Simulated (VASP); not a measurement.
# Li27HN in VASP: single point with PBE

Aim: the single point of Li27HN with PBE.

Everything below comes from runs of VASP 6.6.1. Logs are shortened: lines on timing, memory, paths and dates and some standing lists are left out, and cuts for length are marked.

## Step 1: The cell of the first run

The cell holds a slab with vacuum, 29 atoms: a = 10.470 Å, b = 10.470 Å, c = 16.490 Å, α = 90.00°, β = 90.00°, γ = 90.00°.

## Step 2: Single point, PBE

INCAR

```
SYSTEM = Li27HN
PREC = Accurate ; ENCUT = 520
EDIFF = 1E-6 ; ISMEAR = 0
SIGMA = 0.15 ; LREAL = Auto
LASPH = .True. ; NELM = 100
ALGO = Normal ; ISIF = 2
LWAVE = .False. ; LCHARG = .True.
GGA = PE ; LELF = .True.
LVHAR = .True. ; NBANDS = 64
```

KPOINTS

```
regular mesh
0
Gamma
  2 2 1
  0 0 0
```

POSCAR

```
Li27HN
1.0
   10.4700000000      0.0000000000      0.0000000000
    0.0000000000     10.4700000000      0.0000000000
    0.0000000000      0.0000000000     16.4900000000
Li N H
27 1 1
Direct
    0.0000000000      0.0000000000      0.0606428138
    0.3333333333      0.0000000000      0.0606428138
    0.6666666667      0.0000000000      0.0606428138
    0.0000000000      0.3333333333      0.0606428138
    0.3333333333      0.3333333333      0.0606428138
    0.6666666667      0.3333333333      0.0606428138
    0.0000000000      0.6666666667      0.0606428138
    0.3333333333      0.6666666667      0.0606428138
    0.6666666667      0.6666666667      0.0606428138
    0.1687860554      0.1624022923      0.1641279563
    0.5087659026      0.1660180516      0.1639379018
    0.8306725883      0.1544356256      0.1617237113
    0.1599668577      0.5000008596      0.1759032141
    0.5006765998      0.5000011461      0.1640357186
    0.8545497612      0.4999948424      0.1716489388
    0.1688192932      0.8376430755      0.1641216495
    0.5087657116      0.8339918816      0.1639461492
    0.8306449857      0.8456085005      0.1617170406
    0.0004520535      0.0000088825      0.2672215282
    0.3378506208      0.0000288443      0.2673585203
    0.6651336199      0.0000283668      0.2711252881
   -0.0083791786      0.3341716332      0.2640745907
    0.3504745941      0.3275011461      0.2661808975
    0.7042305635      0.3539289398      0.2689256519
   -0.0083480420      0.6659219675      0.2640052153
    0.3504699140      0.6725017192      0.2661795634
    0.7043442216      0.6460237822      0.2689292298
    0.9075267431      0.5000680993      0.2756967253
    0.9380822350      0.5001409742      0.3354095209
```

Potentials or basis: VASP PAW PBE potentials, release 64 (Li_sv, N, H).

Command:

```console
cat potpaw_PBE.64/Li_sv/POTCAR potpaw_PBE.64/N/POTCAR potpaw_PBE.64/H/POTCAR > POTCAR
mpirun -np 1 vasp_std > vasp.out
```

OUTCAR:

```text
SYSTEM = Li27HN
   PREC = Accurate
   ENCUT = 520
   EDIFF = 1E-6
   ISMEAR = 0
   LREAL = Auto
   LASPH = .True.
   NELM = 100
   ISIF = 2
   GGA = PE

 ion  position               nearest neighbor table
   1  0.000  0.000  0.061-
   2  0.333  0.000  0.061-
   3  0.667  0.000  0.061-
   4  0.000  0.333  0.061-
   5  0.333  0.333  0.061-
   6  0.667  0.333  0.061-
   7  0.000  0.667  0.061-
   8  0.333  0.667  0.061-
   9  0.667  0.667  0.061-
  10  0.169  0.162  0.164-
  11  0.509  0.166  0.164-
  12  0.831  0.154  0.162-
  13  0.160  0.500  0.176-
  14  0.501  0.500  0.164-
  15  0.855  0.500  0.172-  28 1.80
  16  0.169  0.838  0.164-
  17  0.509  0.834  0.164-
  18  0.831  0.846  0.162-
  19  0.000  0.000  0.267-
  20  0.338  0.000  0.267-
  21  0.665  0.000  0.271-
  22  0.992  0.334  0.264-  28 1.96
  23  0.350  0.328  0.266-
  24  0.704  0.354  0.269-
  25  0.992  0.666  0.264-  28 1.96
  26  0.350  0.673  0.266-
  27  0.704  0.646  0.269-
  28  0.908  0.500  0.276-  29 1.04  15 1.80  25 1.96  22 1.96
  29  0.938  0.500  0.335-  28 1.04

  LATTYP: Found a simple tetragonal cell.
 ALAT       =    10.4700000000
 C/A-ratio  =     1.5749761223

  Lattice vectors:

 A1 = (  10.4700000000,   0.0000000000,   0.0000000000)
 A2 = (   0.0000000000,  10.4700000000,   0.0000000000)
 A3 = (   0.0000000000,   0.0000000000,  16.4900000000)

Analysis of symmetry for initial positions (statically):
=====================================================================
 Subroutine PRICEL returns:
 Original cell was already a primitive cell.

 Routine SETGRP: Setting up the symmetry group for a
 simple tetragonal supercell.

 Subroutine GETGRP returns: Found  1 space group operations
 (whereof  1 operations were pure point group operations)
 out of a pool of 16 trial point group operations.

The static configuration has the point symmetry C_1 .

Analysis of symmetry for dynamics (positions and initial velocities):
=====================================================================
 Subroutine PRICEL returns:
 Original cell was already a primitive cell.

 Routine SETGRP: Setting up the symmetry group for a
 simple tetragonal supercell.

 Subroutine GETGRP returns: Found  1 space group operations
 (whereof  1 operations were pure point group operations)
 out of a pool of 16 trial point group operations.

The dynamic configuration has the point symmetry C_1 .

 Subroutine INISYM returns: Found  1 space group operations
 (whereof  1 operations are pure point group operations),
 and found     1 'primitive' translations

----------------------------------------------------------------------------------------

                                     Primitive cell

  volume of cell :    1807.6486

  direct lattice vectors                    reciprocal lattice vectors
    10.470000000  0.000000000  0.000000000     0.095510984  0.000000000  0.000000000
     0.000000000 10.470000000  0.000000000     0.000000000  0.095510984  0.000000000
     0.000000000  0.000000000 16.490000000     0.000000000  0.000000000  0.060642814

  length of vectors
    10.470000000 10.470000000 16.490000000     0.095510984  0.095510984  0.060642814

  position of ions in fractional coordinates (direct lattice)
     0.000000000  0.000000000  0.060642814
     0.333333333  0.000000000  0.060642814
     0.666666667  0.000000000  0.060642814
     0.000000000  0.333333333  0.060642814
     0.333333333  0.333333333  0.060642814
     0.666666667  0.333333333  0.060642814
[... 21 lines left out ...]
     0.907526743  0.500068099  0.275696725
     0.938082235  0.500140974  0.335409521

  ion indices of the primitive-cell ions
   primitive index   ion index
                 1           1
                 2           2
                 3           3
                 4           4
                 5           5
                 6           6
[... 21 lines left out ...]
                28          28
                29          29

----------------------------------------------------------------------------------------

 KPOINTS: regular mesh

Automatic generation of k-mesh.
 Grid dimensions read from file:
 generate k-points for:    2    2    1

 Generating k-lattice:

  Cartesian coordinates                     Fractional coordinates (reciprocal lattice)
     0.047755492  0.000000000  0.000000000     0.500000000  0.000000000  0.000000000
     0.000000000  0.047755492  0.000000000     0.000000000  0.500000000  0.000000000
     0.000000000  0.000000000  0.060642814     0.000000000  0.000000000  1.000000000

  Length of vectors
     0.047755492  0.047755492  0.060642814

  Shift w.r.t. Gamma in fractional coordinates (k-lattice)
     0.000000000  0.000000000  0.000000000

 Subroutine IBZKPT returns following result:
 ===========================================

 Found      4 irreducible k-points:

 Following reciprocal coordinates:
            Coordinates               Weight
  0.000000  0.000000  0.000000      1.000000
  0.500000  0.000000  0.000000      1.000000
  0.000000  0.500000  0.000000      1.000000
  0.500000  0.500000  0.000000      1.000000
   k-points           NKPTS =      4   k-points in BZ     NKDIM =      4   number of bands    NBANDS=     64
   number of dos      NEDOS =    301   number of ions     NIONS =     29
   total plane-waves  NPLWV = 806400
   dimension x,y,z NGX =    80 NGY =   80 NGZ =  126
   dimension x,y,z NGXF=   160 NGYF=  160 NGZF=  252
   ions per type =              27   1   1
   NGX,Y,Z   is equivalent  to a cutoff of  12.70, 12.70, 12.70 a.u.
   NGXF,Y,Z  is equivalent  to a cutoff of  25.41, 25.41, 25.41 a.u.
 SYSTEM =  Li27HN
   PREC   = accura    normal or accurate (medium, high low for compatibility)
   ISTART =      0    job   : 0-new  1-cont  2-samecut
   ICHARG =      2    charge: 1-file 2-atom 10-const
   ISPIN  =      1    spin polarized calculation?
   LNONCOLLINEAR =      F non collinear calculations
   LSORBIT =      F    spin-orbit coupling
   LASPH  =      T    aspherical Exc in radial PAW
   ENCUT  =  520.0 eV  38.22 Ry    6.18 a.u.  19.47 19.47 30.66*2*pi/ulx,y,z
   NELM   =    100;   NELMIN=  2; NELMDL= -5     # of ELM steps
   EDIFF  = 0.1E-05   stopping-criterion for ELM
   LREAL  =      T    real-space projection
   EDIFFG = 0.1E-04   stopping-criterion for IOM
   NSW    =      0    number of steps for IOM
   IBRION =     -1    ionic relax: 0-MD 1-quasi-New 2-CG
   NFREE  =      0    steps in history (QN), initial steepest desc. (CG)
   ISIF   =      2    stress and relaxation
   ISYM   =      2    0-nonsym 1-usesym 2-fastsym
   POTIM  = 0.5000    time-step for ionic-motion
   TEBEG  =    0.0;   TEEND  =   0.0 temperature during run
   PSTRESS=    0.0 pullay stress
   NELECT =      87.0000    total number of electrons
   NUPDOWN=      -1.0000    fix difference up-down
   EMIN   =  10.00;   EMAX   =-10.00  energy-range for DOS
   EFERMI =   0.00;   METHOD = LEGACY
   ISMEAR =     0;   SIGMA  =   0.15  broadening in eV -4-tet -1-fermi 0-gaus
   EFERMI_NEDOS =   21; number of points for ismear=-14 and -15
   IALGO  =     38    algorithm
   IMIX   =      4    mixing-type and parameters
     AMIX     =   0.40;   BMIX     =  1.00
     AMIX_MAG =   1.60;   BMIX_MAG =  1.00
  volume/ion in A,a.u.               =      62.33       420.64
  Fermi-wavevector in a.u.,A,eV,Ry     =   0.595493  1.125318  4.824786  0.354612
  Thomas-Fermi vector in A             =   1.645478
   LORBIT       =      0    0 simple, 1 ext, 2 COOP (PROOUT), +10 PAW based schemes
   GGA     = PE    functional components
   LHFCALC =     F    Hartree Fock is set to
   AEXX    =    0.0000 exact exchange contribution
   IVDW    =     0    specifies the selected vdW correction
   LEPSILON=     F    determine dielectric tensor
   LRPA    =     F    only Hartree local field effects (RPA)
 non-spin polarized calculation
 Gauss-broadening in eV      SIGMA  =   0.15
  energy-cutoff  :      520.00
  volume of cell :     1807.65
 maximum number of plane-waves:     48725
 NGX is ok and might be reduce to    80
   NGX = 39   NGY = 39   NGZ = 61

 number of electron      87.0000025 magnetization

 Free energy of the ion-electron system (eV)
  ---------------------------------------------------
  ext. energy  EPLUGINS =         0.00000000
  ---------------------------------------------------
  free energy    TOTEN  =       -58.43707743 eV

  energy without entropy =      -58.26117944  energy(sigma->0) =      -58.34912844

 E-fermi :  -1.6671     XC(G=0):  -3.2362

 val. band max:       -1.6683750197   @ k =   0.0000   0.5000   0.0000
 cond. band min:      -1.6623353134   @ k =   0.5000   0.0000   0.0000
 fundamental gap:      0.0060397063
 Fermi energy:        -1.6670594699

 k-point     1 :       0.0000    0.0000    0.0000
  band No.  band energies     occupation
      1     -49.0770      2.00000
      2     -49.0739      2.00000
      3     -49.0598      2.00000
      4     -49.0591      2.00000
      5     -49.0100      2.00000
      6     -49.0095      2.00000
[... 47 lines left out ...]
     54      -0.1616      0.00000
     55      -0.0494      0.00000

 k-point     2 :       0.5000    0.0000    0.0000
  band No.  band energies     occupation
      1     -49.0770      2.00000
      2     -49.0739      2.00000
      3     -49.0598      2.00000
      4     -49.0591      2.00000
      5     -49.0100      2.00000
      6     -49.0095      2.00000
[... 47 lines left out ...]
     54      -0.3622      0.00000
     55      -0.3483      0.00000

 k-point     3 :       0.0000    0.5000    0.0000
  band No.  band energies     occupation
      1     -49.0770      2.00000
      2     -49.0739      2.00000
      3     -49.0598      2.00000
      4     -49.0591      2.00000
      5     -49.0100      2.00000
      6     -49.0095      2.00000
[... 47 lines left out ...]
     54      -0.3863      0.00000
     55      -0.2819      0.00000

 k-point     4 :       0.5000    0.5000    0.0000
  band No.  band energies     occupation
      1     -49.0770      2.00000
      2     -49.0739      2.00000
      3     -49.0598      2.00000
      4     -49.0591      2.00000
      5     -49.0100      2.00000
      6     -49.0095      2.00000
[... 47 lines left out ...]
     54      -0.6264      0.00000
     55      -0.5873      0.00000
 [bands above 55 left out]

------------------------ aborting loop because EDIFF is reached ----------------------------------------

  FORCE on cell =-STRESS in cart. coord.  units (eV):
  Direction    XX          YY          ZZ          XY          YZ          ZX
  --------------------------------------------------------------------------------------
  -------------------------------------------------------------------------------------
  Total       -9.1893039     -7.1228732      0.2889697      0.0015191     -0.0021906     -0.9472034
  in kB       -8.1447766     -6.3132324      0.2561232      0.0013464     -0.0019416     -0.8395369
  external PRESSURE =      -4.7339620 kB  Pullay stress =       0.0000000 kB

 VOLUME and BASIS-vectors are now :
 -----------------------------------------------------------------------------
  energy-cutoff  :      520.00
  volume of cell :     1807.65
      direct lattice vectors                 reciprocal lattice vectors
    10.470000000  0.000000000  0.000000000     0.095510984  0.000000000  0.000000000
     0.000000000 10.470000000  0.000000000     0.000000000  0.095510984  0.000000000
     0.000000000  0.000000000 16.490000000     0.000000000  0.000000000  0.060642814

 POSITION                                       TOTAL-FORCE (eV/Angst)
 -----------------------------------------------------------------------------------
      0.00000      0.00000      1.00000         0.062151     -0.000037     -0.052878
      3.49000      0.00000      1.00000         0.058218      0.000166      0.016253
      6.98000      0.00000      1.00000        -0.066144      0.000117     -0.146507
      0.00000      3.49000      1.00000         0.034018     -0.098689     -0.067098
      3.49000      3.49000      1.00000        -0.030445      0.012440      0.065438
      6.98000      3.49000      1.00000         0.025151      0.021619      0.047961
[... 21 lines left out ...]
      9.50181      5.23571      4.54624        -0.471623      0.000443      0.071058
      9.82172      5.23648      5.53090        -0.250888     -0.000719      0.103072
 -----------------------------------------------------------------------------------
    total drift:                               -0.001676      0.000933     -0.021706

  FREE ENERGIE OF THE ION-ELECTRON SYSTEM (eV)
  ---------------------------------------------------
  free  energy   TOTEN  =       -58.4370774292 eV

  energy  without entropy=      -58.2611794414  energy(sigma->0) =      -58.34912844
```

Run time: 13 min. Hardware: 1 thread of Intel Xeon 6975P-C (Granite Rapids), shared host; peak memory 1.6 GiB.

Results:

- Free energy: -58.4371 eV
- Largest force: 0.477 eV/Å
- Band gap on the k mesh: zero (an odd number of electrons rules out a gap without spin polarisation)

Forces in eV/Å, atoms in the order of the input:
```
Li   0.062  0.000 -0.053
Li   0.058  0.000  0.016
Li  -0.066  0.000 -0.147
Li   0.034 -0.099 -0.067
Li  -0.030  0.012  0.065
Li   0.025  0.022  0.048
Li   0.034  0.099 -0.067
Li  -0.030 -0.012  0.066
Li   0.025 -0.022  0.048
Li  -0.014  0.036  0.014
Li   0.043  0.033  0.026
Li   0.014 -0.005 -0.009
Li   0.053  0.000 -0.079
Li   0.007  0.000  0.012
Li  -0.002  0.000 -0.160
Li  -0.014 -0.037  0.014
Li   0.043 -0.033  0.026
Li   0.014  0.004 -0.009
Li   0.004  0.000  0.011
Li  -0.018  0.000 -0.019
Li   0.027  0.000  0.007
Li  -0.036  0.061 -0.007
Li   0.010  0.007  0.013
Li   0.252  0.123  0.034
Li  -0.036 -0.060 -0.007
Li   0.010 -0.007  0.013
Li   0.253 -0.123  0.035
N   -0.472  0.000  0.071
H   -0.251 -0.001  0.103
```

Caveat: the cutoff is under 1.25 times the usual one of these potentials, so pressure, stress and relaxed cells hold a basis-set (Pulay) error; there is no dipole correction, which matters where the two faces differ.
